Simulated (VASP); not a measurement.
# Sn (Fd-3m) in VASP: further runs, part 2 of 2

VASP 6.6.1.

## (4) Single point, PBE

This run uses another cell than the first one, of 36.83 Å³/atom, 1.090 times its volume.

INCAR reads:

```
PREC = Accurate ; ENCUT = 520
EDIFF = 1E-6 ; ISMEAR = 0
SIGMA = 0.05 ; LREAL = F
LASPH = T ; NELM = 60
ALGO = Fast ; ISIF = 2
LWAVE = F ; LCHARG = T
GGA = PE ; LELF = T
LVHAR = T ; NBANDS = 21
```

KPOINTS reads:

```
regular mesh
0
Gamma
  12 12 12
```

POSCAR reads:

```
Sn
1.0
    0.0000000000      3.3272440539      3.3272440539
    3.3272440539      0.0000000000      3.3272440539
    3.3272440539      3.3272440539      0.0000000000
Sn
2
Direct
    0.0000000000      0.0000000000      0.0000000000
    0.2500000000      0.2500000000      0.2500000000
```

Potentials or basis: VASP PAW PBE potentials, release 64 (Sn_d).

Started as:

```
> cat potpaw_PBE.64/Sn_d/POTCAR > POTCAR
> mpirun -np 1 vasp_std > vasp.out
```

OUTCAR:

```text
PREC = Accurate
   ENCUT = 520
   EDIFF = 1E-6
   ISMEAR = 0
   LREAL = F
   LASPH = T
   NELM = 60
   ISIF = 2
   GGA = PE

 ion  position               nearest neighbor table
   1  0.000  0.000  0.000-   2 2.88   2 2.88   2 2.88   2 2.88
   2  0.250  0.250  0.250-   1 2.88   1 2.88   1 2.88   1 2.88

  LATTYP: Found a face centered cubic cell.
 ALAT       =     6.6544881078

  Lattice vectors:

 A1 = (   0.0000000000,   3.3272440539,   3.3272440539)
 A2 = (   3.3272440539,   0.0000000000,   3.3272440539)
 A3 = (   3.3272440539,   3.3272440539,   0.0000000000)

Analysis of symmetry for initial positions (statically):
=====================================================================
 Subroutine PRICEL returns:
 Original cell was already a primitive cell.

 Routine SETGRP: Setting up the symmetry group for a
 face centered cubic supercell.

 Subroutine GETGRP returns: Found 48 space group operations
 (whereof 24 operations were pure point group operations)
 out of a pool of 48 trial point group operations.

The static configuration has the point symmetry T_d .
[... 160 lines left out ...]
  free energy    TOTEN  =        -7.69265020 eV

  energy without entropy =       -7.69216169  energy(sigma->0) =       -7.69240595

 E-fermi :   4.8442     XC(G=0):  -8.5510

 val. band max:        4.8369097139   @ k =   0.0833   0.0000   0.0000
 cond. band min:       4.8972448969   @ k =   0.3333   0.0000   0.0000
 fundamental gap:      0.0603351830
 Fermi energy:         4.8441591305

 k-point     1 :       0.0000    0.0000    0.0000
  band No.  band energies     occupation
      1     -16.6775      2.00000
      2     -16.6775      2.00000
      3     -16.6775      2.00000
      4     -16.6276      2.00000
      5     -16.6276      2.00000
      6     -16.3751      2.00000
[... 565 lines left out ...]
     20      12.5510      0.00000
     21      12.7578      0.00000

 [... further k-points ...]

------------------------ aborting loop because EDIFF is reached ----------------------------------------

  FORCE on cell =-STRESS in cart. coord.  units (eV):
  Direction    XX          YY          ZZ          XY          YZ          ZX
  --------------------------------------------------------------------------------------
  -------------------------------------------------------------------------------------
  Total       -0.0179922     -0.0179922     -0.0179922      0.0000000      0.0000000      0.0000000
  in kB       -0.3913001     -0.3913001     -0.3913001      0.0000000      0.0000000      0.0000000
  external PRESSURE =      -0.3913001 kB  Pullay stress =       0.0000000 kB

 VOLUME and BASIS-vectors are now :
 -----------------------------------------------------------------------------
  energy-cutoff  :      520.00
  volume of cell :       73.67
      direct lattice vectors                 reciprocal lattice vectors
     0.000000000  3.327244054  3.327244054    -0.150274519  0.150274519  0.150274519
     3.327244054  0.000000000  3.327244054     0.150274519 -0.150274519  0.150274519
     3.327244054  3.327244054  0.000000000     0.150274519  0.150274519 -0.150274519

 POSITION                                       TOTAL-FORCE (eV/Angst)
 -----------------------------------------------------------------------------------
      0.00000      0.00000      0.00000         0.000000      0.000000      0.000000
      1.66362      1.66362      1.66362        -0.000000     -0.000000     -0.000000
 -----------------------------------------------------------------------------------
    total drift:                                0.000000      0.000000      0.000000

  FREE ENERGIE OF THE ION-ELECTRON SYSTEM (eV)
  ---------------------------------------------------
  free  energy   TOTEN  =        -7.6926501956 eV

  energy  without entropy=       -7.6921616948  energy(sigma->0) =       -7.69240595
```

OSZICAR:

```text
N       E                     dE             d eps       ncg     rms          rms(c)
DAV:   1     0.228100212731E+03    0.22810E+03   -0.14462E+04  3079   0.185E+03
DAV:   2     0.175616583204E+02   -0.21054E+03   -0.20621E+03  3039   0.446E+02
DAV:   3    -0.686971514575E+01   -0.24431E+02   -0.24271E+02  3579   0.140E+02
DAV:   4    -0.770182373006E+01   -0.83211E+00   -0.83166E+00  3384   0.288E+01
DAV:   5    -0.773629994652E+01   -0.34476E-01   -0.34475E-01  4526   0.546E+00    0.288E+00
RMM:   6    -0.770478792100E+01    0.31512E-01   -0.21210E-02  3738   0.183E+00    0.171E+00
RMM:   7    -0.768996509285E+01    0.14823E-01   -0.42632E-02  3776   0.218E+00    0.154E-01
RMM:   8    -0.769195723130E+01   -0.19921E-02   -0.85688E-03  3675   0.810E-01    0.581E-02
RMM:   9    -0.769258583517E+01   -0.62860E-03   -0.29308E-03  4328   0.490E-01    0.333E-02
RMM:  10    -0.769263741388E+01   -0.51579E-04   -0.47429E-04  4165   0.201E-01    0.130E-02
RMM:  11    -0.769264945039E+01   -0.12037E-04   -0.98206E-05  4839   0.763E-02    0.527E-03
RMM:  12    -0.769265019560E+01   -0.74522E-06   -0.90107E-06  3804   0.245E-02
   1 F= -.76926502E+01 E0= -.76924059E+01  d E =-.488501E-03
```

Run time: 79 s. Hardware: 1 thread of Intel Xeon Platinum 8375C at 2.90GHz (Ice Lake), shared host; peak memory 0.25 GiB.

Results:

- Free energy: -7.6927 eV
- Pressure: 0.0 GPa
- Band gap on the k mesh: zero (band 14 reaches 4.96 eV, above the bottom of band 15 at 4.73 eV)

Caveat: spin-orbit coupling is left out, which moves the levels of the heavy elements.

## (5) Summary

```csv
cell,gap on the mesh (eV),pressure (GPa)
"a = 4.573 Å, angles 60.0°, 2 atoms",none,3.7
"a = 4.611 Å, angles 60.0°, 2 atoms",none,2.5
"a = 4.705 Å, angles 60.0°, 2 atoms",none,0.0
```

Alike in all rows: task single point; level PBE; potentials or basis VASP PAW PBE potentials, release 64 (Sn_d); no spin polarisation; k mesh 12 × 12 × 12; cutoff (eV) 520; smearing gaussian 0.05 eV.

Caveats: spin-orbit coupling is left out, which moves the levels of the heavy elements.

Total energies depend on the potentials used, so only differences within one code and one set of settings carry meaning.
